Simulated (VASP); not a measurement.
Wanted: the native input for a VASP 6.6.1 run.

* Task: single point
* Functional: PBE
* Potentials or basis: VASP PAW PBE potentials, release 64 (Hf_pv, O)
* Cutoff: 520 eV
* k mesh: 8 × 8 × 8
* Occupations: gaussian, width 0.05 eV
* Spin: no spin polarisation
* Dipole correction: no
* Further INCAR settings: ALGO = Normal; EDIFF = 1e-06; NBANDS = 18

The structure of HfO2 lies in POSCAR:

```
HfO2
1.0
    0.0000000000      2.5575000000      2.5575000000
    2.5575000000      0.0000000000      2.5575000000
    2.5575000000      2.5575000000      0.0000000000
Hf O
1 2
Direct
   -0.1173020528     -0.1173020528      0.0343569758
    0.2500000000      0.2500000000      0.2500000000
    0.7500000000      0.7500000000      0.7500000000
```

This cell differs from its parent crystal: atom 1 (Hf) moved by (-0.300, -0.600) A along [1 1 0] and z.

The input as run:

INCAR

```
SYSTEM = HfO2
PREC = Accurate
ENCUT = 520
EDIFF = 1E-6
ISMEAR = 0
SIGMA = 0.05
LREAL = .False.
LASPH = .True.
NELM = 60
ALGO = Normal
ISIF = 2
LWAVE = .False.
LCHARG = .False.
GGA = PE
NBANDS = 18
```

KPOINTS

```
Automatic mesh
0
Gamma
  8 8 8
  0 0 0
```

Potentials or basis: VASP PAW PBE potentials, release 64 (Hf_pv, O).

Launch:

```sh
$ cat potpaw_PBE.64/Hf_pv/POTCAR potpaw_PBE.64/O/POTCAR > POTCAR
$ mpirun -np 1 vasp_std > vasp.out
```

It gave:

```yaml
Pressure: 50.3 GPa
Largest_force: 13.093 eV/Å
Band_gap_on_the_k_mesh: 3.29 eV (least direct gap 3.38 eV)
```

Caveat: the cell differs from its parent crystal (atom 1 (Hf) moved by (-0.300, -0.600) A along [1 1 0] and z); the cell stands under pressure; spin-orbit coupling is left out, which moves the levels of the heavy elements; forces of over 1 eV/Å act on the atoms, so gaps and moduli don't describe the material at rest.

It took 2.3 min on 1 thread of Intel Xeon 8259CL, on a shared host, peak memory 0.22 GiB.
